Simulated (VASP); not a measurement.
Cs, 1 atom in the cell. It takes space group Pm-3m (No. 221, cubic). Conventional cell: a = 5.737 Å, b = 5.737 Å, c = 5.737 Å, α = 90.00°, β = 90.00°, γ = 90.00°. 

- Program: VASP 6.6.1
- Task: single point
- Functional: PBEsol
- Potentials or basis: VASP PAW PBE potentials, release 64 (Cs_sv)
- Cutoff: 520 eV
- k mesh: 4 × 4 × 4
- Occupations: fermi-dirac, width 0.05 eV
- Spin: no spin polarisation
- Dipole correction: no
- Further INCAR settings: ALGO = Normal; EDIFF = 1e-07; NBANDS = 10

Potentials or basis: VASP PAW PBE potentials, release 64 (Cs_sv).

The run is started by

```bash
$ cat potpaw_PBE.64/Cs_sv/POTCAR > POTCAR
$ mpirun -np 1 vasp_std > vasp.out
```

Hardware: 1 thread of Intel(R) Xeon(R) Platinum 8488C (Sapphire Rapids) (shared host).

Problem. How long does it take, and how much memory?

Solution. It took 17 s on 1 thread of Intel(R) Xeon(R) Platinum 8488C (Sapphire Rapids), on a shared host, peak memory 0.29 GiB. Counts: scf iterations 11, k points 10.
